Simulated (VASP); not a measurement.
# Rh (I4/mmm) in VASP: single point with HSE06

Aim: the single point of Rh with HSE06.

Program: VASP 6.6.1. These are calculated values, not measurements. Logs are shortened: lines on timing, memory, paths and dates and some standing lists are left out, and cuts for length are marked.

## (1) The cell of the first run

Symmetry: I4/mmm, No. 139, tetragonal system. Conventional cell: a = 3.163 Å, b = 3.163 Å, c = 2.604 Å, α = 90.00°, β = 90.00°, γ = 90.00°. Within 3.4 Å of Rh (site symmetry 4/mmm) lie 14 Rh at 2.59 to 3.16 Å.

## (2) Single point, HSE06

POSCAR

```
Rh
1.0
   -1.5815130000      1.5815130000      1.3021390000
    1.5815130000     -1.5815130000      1.3021390000
    1.5815130000      1.5815130000     -1.3021390000
Rh
1
Direct
    0.0000000000      0.0000000000      0.0000000000
```

INCAR.step1

```
SYSTEM = Rh
  ALGO = Normal
  EDIFF = 1E-5
  ENCUT = 520
  GGA = PE
  ISIF = 2
  ISMEAR = -1
  LASPH = .TRUE.
  LREAL = .FALSE.
  LWAVE = .TRUE.
  NBANDS = 14
  NELM = 60
  PREC = Accurate
  SIGMA = 0.1
```

INCAR.step2

```
SYSTEM = Rh
  ALGO = Normal
  EDIFF = 1E-7
  ENCUT = 520
  GGA = PE
  HFSCREEN = 0.2079
  ISIF = 2
  ISMEAR = -1
  ISTART = 1
  LASPH = .TRUE.
  LCHARG = .TRUE.
  LELF = .TRUE.
  LHFCALC = .TRUE.
  LREAL = .FALSE.
  LVHAR = .TRUE.
  LWAVE = .FALSE.
  NBANDS = 14
  NELM = 60
  PREC = Accurate
  PRECFOCK = Normal
  SIGMA = 0.1
```

KPOINTS

```
k-points
0
G
  6 6 6
  0 0 0
```

Potentials or basis: VASP PAW PBE potentials, release 64 (Rh_pv).

On the command line:

```
cat potpaw_PBE.64/Rh_pv/POTCAR > POTCAR
cp INCAR.step1 INCAR
mpirun -np 1 vasp_std > vasp.out
cp INCAR.step2 INCAR
mpirun -np 1 vasp_std > vasp.out
```

OUTCAR:

```text
SYSTEM = Rh
   EDIFF = 1E-7
   ENCUT = 520
   GGA = PE
   HFSCREEN = 0.2079
   ISIF = 2
   ISMEAR = -1
   ISTART = 1
   LASPH = .TRUE.
   LHFCALC = .TRUE.
   LREAL = .FALSE.
   NELM = 60
   PREC = Accurate
   PRECFOCK = Normal

 ion  position               nearest neighbor table
   1  0.000  0.000  0.000-

  LATTYP: Found a body centered tetragonal cell.
 ALAT       =     3.1630260000
 C/A-ratio  =     0.8233501716

  Lattice vectors:

 A1 = (  -1.5815130000,   1.5815130000,   1.3021390000)
 A2 = (   1.5815130000,  -1.5815130000,   1.3021390000)
 A3 = (   1.5815130000,   1.5815130000,  -1.3021390000)

Analysis of symmetry for initial positions (statically):
=====================================================================
 Subroutine PRICEL returns:
 Original cell was already a primitive cell.

 Routine SETGRP: Setting up the symmetry group for a
 body centered tetragonal supercell.

 Subroutine GETGRP returns: Found 16 space group operations
 (whereof 16 operations were pure point group operations)
 out of a pool of 16 trial point group operations.

The static configuration has the point symmetry D_4h.

Analysis of symmetry for dynamics (positions and initial velocities):
=====================================================================
 Subroutine PRICEL returns:
 Original cell was already a primitive cell.

 Routine SETGRP: Setting up the symmetry group for a
 body centered tetragonal supercell.

 Subroutine GETGRP returns: Found 16 space group operations
 (whereof 16 operations were pure point group operations)
 out of a pool of 16 trial point group operations.

The dynamic configuration has the point symmetry D_4h.

 Subroutine INISYM returns: Found 16 space group operations
 (whereof 16 operations are pure point group operations),
 and found     1 'primitive' translations

----------------------------------------------------------------------------------------

                                     Primitive cell

  volume of cell :      13.0276

  direct lattice vectors                    reciprocal lattice vectors
    -1.581513000  1.581513000  1.302139000     0.000000000  0.316152950  0.383983584
     1.581513000 -1.581513000  1.302139000     0.316152950  0.000000000  0.383983584
     1.581513000  1.581513000 -1.302139000     0.316152950  0.316152950  0.000000000

  length of vectors
     2.588036459  2.588036459  2.588036459     0.497389264  0.497389264  0.447107789

  position of ions in fractional coordinates (direct lattice)
     0.000000000  0.000000000  0.000000000

  ion indices of the primitive-cell ions
   primitive index   ion index
                 1           1

----------------------------------------------------------------------------------------

 KPOINTS: k-points

Automatic generation of k-mesh.
 Grid dimensions read from file:
 generate k-points for:    6    6    6

 Generating k-lattice:

  Cartesian coordinates                     Fractional coordinates (reciprocal lattice)
     0.000000000  0.052692158  0.063997264     0.166666667 -0.000000000  0.000000000
     0.052692158  0.000000000  0.063997264    -0.000000000  0.166666667  0.000000000
     0.052692158  0.052692158  0.000000000     0.000000000  0.000000000  0.166666667

  Length of vectors
     0.082898211  0.082898211  0.074517965

  Shift w.r.t. Gamma in fractional coordinates (k-lattice)
     0.000000000  0.000000000  0.000000000

 Subroutine IBZKPT returns following result:
 ===========================================

 Found     30 irreducible k-points:

 Following reciprocal coordinates:
            Coordinates               Weight
  0.000000  0.000000  0.000000      1.000000
  0.166667  0.000000 -0.000000      8.000000
  0.333333  0.000000 -0.000000      8.000000
  0.500000  0.000000 -0.000000      4.000000
  0.166667  0.166667 -0.000000      8.000000
  0.333333  0.166667 -0.000000     16.000000
[... 16 lines left out ...]
 -0.333333 -0.333333  0.166667      8.000000
 -0.166667 -0.333333  0.166667      8.000000
 [... further k-points ...]
   k-points           NKPTS =     30   k-points in BZ     NKDIM =    216   number of bands    NBANDS=     14
   number of dos      NEDOS =    301   number of ions     NIONS =      1
   total plane-waves  NPLWV =   8000
   dimension x,y,z NGX =    20 NGY =   20 NGZ =   20
   dimension x,y,z NGXF=    40 NGYF=   40 NGZF=   40
   ions per type =               1
   NGX,Y,Z   is equivalent  to a cutoff of  12.85, 12.85, 12.85 a.u.
   NGXF,Y,Z  is equivalent  to a cutoff of  25.69, 25.69, 25.69 a.u.
 SYSTEM =  Rh
   PREC   = accura    normal or accurate (medium, high low for compatibility)
   ISTART =      1    job   : 0-new  1-cont  2-samecut
   ICHARG =      0    charge: 1-file 2-atom 10-const
   ISPIN  =      1    spin polarized calculation?
   LNONCOLLINEAR =      F non collinear calculations
   LSORBIT =      F    spin-orbit coupling
   LASPH  =      T    aspherical Exc in radial PAW
   ENCUT  =  520.0 eV  38.22 Ry    6.18 a.u.   4.81  4.81  4.81*2*pi/ulx,y,z
   NELM   =     60;   NELMIN=  2; NELMDL=  0     # of ELM steps
   EDIFF  = 0.1E-06   stopping-criterion for ELM
   LREAL  =      F    real-space projection
   EDIFFG = 0.1E-05   stopping-criterion for IOM
   NSW    =      0    number of steps for IOM
   IBRION =     -1    ionic relax: 0-MD 1-quasi-New 2-CG
   NFREE  =      0    steps in history (QN), initial steepest desc. (CG)
   ISIF   =      2    stress and relaxation
   ISYM   =      3    0-nonsym 1-usesym 2-fastsym
   POTIM  = 0.5000    time-step for ionic-motion
   TEBEG  =    0.0;   TEEND  =   0.0 temperature during run
   PSTRESS=    0.0 pullay stress
   NELECT =      15.0000    total number of electrons
   NUPDOWN=      -1.0000    fix difference up-down
   EMIN   =  10.00;   EMAX   =-10.00  energy-range for DOS
   EFERMI =   0.00;   METHOD = LEGACY
   ISMEAR =    -1;   SIGMA  =   0.10  broadening in eV -4-tet -1-fermi 0-gaus
   EFERMI_NEDOS =   21; number of points for ismear=-14 and -15
   IALGO  =     38    algorithm
   IMIX   =      1    mixing-type and parameters
     AMIX     =   0.40;   BMIX     =  1.00
     AMIX_MAG =   1.60;   BMIX_MAG =  1.00
  volume/ion in A,a.u.               =      13.03        87.91
  Fermi-wavevector in a.u.,A,eV,Ry     =   1.715870  3.242523 40.058391  2.944209
  Thomas-Fermi vector in A             =   2.793161
   LORBIT       =      0    0 simple, 1 ext, 2 COOP (PROOUT), +10 PAW based schemes
   GGA     = PE    functional components
   LHFCALC =     T    Hartree Fock is set to
   PRECFOCK=normal    Normal, Fast or Accurate (Low or Medium for compatibility)
   ENCUT4O =  -1.0   cutoff for four orbital integrals eV
   NKREDX  =     1    reduce k-point grid by
   NKREDY  =     1    reduce k-point grid by
   NKREDZ  =     1    reduce k-point grid by
   AEXX    =    0.2500 exact exchange contribution
   HFSCREEN=    0.2079 screening length (either q_TF or 0.3 A-1)
   HFSCREENC=   0.2079 screening length for correlation (either q_TF or 0.3 A-1)
   ENCUTFOCK=  -1.0 apply spherical cutoff to Coloumb kernel
   IVDW    =     0    specifies the selected vdW correction
   LEPSILON=     F    determine dielectric tensor
   LRPA    =     F    only Hartree local field effects (RPA)
 non-spin polarized calculation
  energy-cutoff  :      520.00
  volume of cell :       13.03
 maximum number of plane-waves:       362
  NGX = 16; NGY = 16; NGZ = 16

 number of electron      14.9999998 magnetization

 Free energy of the ion-electron system (eV)
  ---------------------------------------------------
  ext. energy  EPLUGINS =         0.00000000
  ---------------------------------------------------
  free energy    TOTEN  =        -8.15411277 eV

  energy without entropy =       -8.11745497  energy(sigma->0) =       -8.13578387

 E-fermi :  12.2929     XC(G=0): -11.6385

 val. band max:       12.2776011779   @ k =   0.3333   0.0000  -0.0000
 cond. band min:      12.3508820391   @ k =  -0.3333   0.3333   0.3333
 fundamental gap:      0.0732808612
 Fermi energy:        12.2928980641

 k-point     1 :       0.0000    0.0000    0.0000
  band No.  band energies     occupation
      1     -37.0875      2.00000
      2     -36.8528      2.00000
      3     -36.8528      2.00000
      4       3.3673      2.00000
      5       7.3320      2.00000
      6       9.3918      2.00000
      7       9.4238      2.00000
      8       9.4238      2.00000
      9      11.8988      1.96187
     10      30.9672      0.00000
     11      30.9672      0.00000
     12      36.0458      0.00000
     13      38.1167      0.00000
     14      43.4397      0.00000

 k-point     2 :       0.1667    0.0000   -0.0000
  band No.  band energies     occupation
      1     -37.3425      2.00000
      2     -36.9414      2.00000
      3     -36.9307      2.00000
      4       4.7424      2.00000
      5       7.4519      2.00000
      6       8.8638      2.00000
      7       9.7043      2.00000
      8      10.3033      2.00000
      9      11.4045      1.99972
     10      32.2633      0.00000
     11      33.1205      0.00000
     12      33.5361      0.00000
     13      38.1163      0.00000
     14      40.0174      0.00000

 k-point     3 :       0.3333    0.0000   -0.0000
  band No.  band energies     occupation
      1     -37.8882      2.00000
      2     -37.1141      2.00000
      3     -37.0253      2.00000
      4       5.3908      2.00000
      5       6.4696      2.00000
      6      10.8122      2.00000
      7      11.0893      1.99999
      8      12.2776      1.07634
      9      12.3868      0.56200
     10      28.4732      0.00000
     11      30.6533      0.00000
     12      34.5566      0.00000
     13      38.0685      0.00000
     14      38.1156      0.00000

 k-point     4 :       0.5000    0.0000   -0.0000
  band No.  band energies     occupation
      1     -38.1549      2.00000
      2     -37.1986      2.00000
      3     -37.0663      2.00000
      4       4.7986      2.00000
      5       5.9263      2.00000
      6      10.7251      2.00000
      7      13.6537      0.00000
      8      14.2212      0.00000
      9      14.6977      0.00000
     10      24.7684      0.00000
     11      27.8870      0.00000
     12      31.3137      0.00000
     13      38.1163      0.00000
     14      40.7020      0.00000

 k-point     5 :       0.1667    0.1667   -0.0000
  band No.  band energies     occupation
      1     -37.7953      2.00000
      2     -37.0668      2.00000
      3     -37.0200      2.00000
      4       5.8923      2.00000
      5       7.6251      2.00000
      6       7.8503      2.00000
      7      10.6594      2.00000
      8      12.0855      1.77664
      9      12.5931      0.09465
     10      30.3456      0.00000
     11      32.1639      0.00000
[... 276 lines left out ...]
 k-point    22 :      -0.1667    0.5000    0.1667
  band No.  band energies     occupation
      1     -38.0097      2.00000
      2     -37.3187      2.00000
      3     -37.2154      2.00000
      4       5.6600      2.00000
      5       7.2334      2.00000
      6       8.6932      2.00000
      7      10.5680      2.00000
      8      14.1907      0.00000
      9      18.7056      0.00000
     10      24.7600      0.00000
     11      29.2155      0.00000
     12      29.4851      0.00000
     13      37.8973      0.00000
     14      38.1180      0.00000

 k-point    23 :      -0.3333   -0.3333    0.1667
  band No.  band energies     occupation
      1     -37.9543      2.00000
      2     -37.4603      2.00000
      3     -37.2420      2.00000
      4       6.5126      2.00000
      5       6.8977      2.00000
      6       8.6673      2.00000
      7       9.9959      2.00000
      8      13.5350      0.00001
      9      21.5530      0.00000
     10      24.9608      0.00000
     11      25.5398      0.00000
     12      33.2505      0.00000
     13      34.1677      0.00000
     14      38.1176      0.00000

 k-point    24 :      -0.1667   -0.3333    0.1667
  band No.  band energies     occupation
      1     -38.0073      2.00000
      2     -37.2042      2.00000
      3     -37.1647      2.00000
      4       6.3529      2.00000
      5       7.3508      2.00000
      6       8.5398      2.00000
      7      10.1266      2.00000
      8      11.8139      1.98351
      9      16.7020      0.00000
     10      28.4023      0.00000
     11      30.2716      0.00000
     12      32.7962      0.00000
     13      35.8468      0.00000
     14      38.1180      0.00000

 [... further k-points ...]

------------------------ aborting loop because EDIFF is reached ----------------------------------------

  FORCE on cell =-STRESS in cart. coord.  units (eV):
  Direction    XX          YY          ZZ          XY          YZ          ZX
  --------------------------------------------------------------------------------------
  -------------------------------------------------------------------------------------
  Total        1.8787442      1.8787442      1.5121432      0.0000000      0.0000000      0.0000000
  in kB      231.0549993    231.0549993    185.9690339      0.0000000      0.0000000      0.0000000
  external PRESSURE =     216.0263442 kB  Pullay stress =       0.0000000 kB

 VOLUME and BASIS-vectors are now :
 -----------------------------------------------------------------------------
  energy-cutoff  :      520.00
  volume of cell :       13.03
      direct lattice vectors                 reciprocal lattice vectors
    -1.581513000  1.581513000  1.302139000     0.000000000  0.316152950  0.383983584
     1.581513000 -1.581513000  1.302139000     0.316152950  0.000000000  0.383983584
     1.581513000  1.581513000 -1.302139000     0.316152950  0.316152950  0.000000000

 POSITION                                       TOTAL-FORCE (eV/Angst)
 -----------------------------------------------------------------------------------
      0.00000      0.00000      0.00000        -0.000000     -0.000000     -0.000000
 -----------------------------------------------------------------------------------
    total drift:                               -0.000000      0.000000      0.000001

  FREE ENERGIE OF THE ION-ELECTRON SYSTEM (eV)
  ---------------------------------------------------
  free  energy   TOTEN  =        -8.1541127711 eV

  energy  without entropy=       -8.1174549740  energy(sigma->0) =       -8.13578387
```

Wall time 42 min (1 thread of Intel Xeon 8259CL, shared host); peak memory 0.24 GiB.

What came out:

* Free energy: -8.1541 eV
* Pressure: 21.6 GPa
* Band gap on the k mesh: zero (an odd number of electrons rules out a gap without spin polarisation)

Levels at points of the mesh, in eV from the Fermi level:
| k point | band 5 | band 6 | band 7 | band 8 | band 9 | band 10 |
| --- | --- | --- | --- | --- | --- | --- |
| (0.00, 0.00, 0.00) | -4.96 | -2.90 | -2.87 | -2.87 | -0.39 | 18.67 |
| (0.50, 0.00, 0.00) | -6.37 | -1.57 | 1.36 | 1.93 | 2.40 | 12.48 |
| (0.50, 0.50, 0.00) | -3.99 | -2.86 | -1.49 | 0.60 | 1.74 | 10.05 |
| (0.50, 0.50, 0.50) | -7.59 | 1.11 | 1.11 | 2.09 | 8.77 | 8.77 |

Caveat: the k points lie up to 0.52 Å⁻¹ apart, too coarse for converged energies and pressures of a metal; the PAW data sets were made with another functional, which shifts forces and pressure a little.
